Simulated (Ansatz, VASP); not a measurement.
**Gd in VASP and in Ansatz**

```
Gd
1.0
     3.64662    0.00000    0.00000
    -1.82331    3.15807    0.00000
     0.00000    0.00000    5.83364
Gd
2
Direct
  0.33333 0.66667 0.25000
  0.66667 0.33333 0.75000
```

Alike in both runs: functional PBE; k mesh 12 × 12 × 8; occupations fermi-dirac, width 0.05 eV; collinear spin.

Ansatz relaxed the structure, and its values are those at the end. VASP's run is a single point on that final structure, the one shown.

|  | VASP | Ansatz |
| --- | --- | --- |
| version | VASP 6.6.1 | Ansatz 0.2.0 |
| potentials or method | VASP PAW PBE potentials, release 64 (Gd), cutoff 520 eV | all-electron LAPW, scalar-relativistic |

|  | VASP | Ansatz | Ansatz less VASP |
| --- | --- | --- | --- |
| gap on the k mesh at the Fermi level (eV) | none | none | - |
| pressure (GPa) | 0.0 | 0.0 | -0.01 |
| net moment per atom (μB) | 7.67 | 7.66 | -0.004 |
| size of the moment on the site where the two differ most (μB) | 7.00 | 7.45 | +0.450 |

Site moments also hang on the region over which each program counts them. A gap of «none» marks a metal or a gap that the smearing closes. Ansatz ran all-electron here, and VASP with PAW potentials.

Spin-orbit coupling is off throughout.
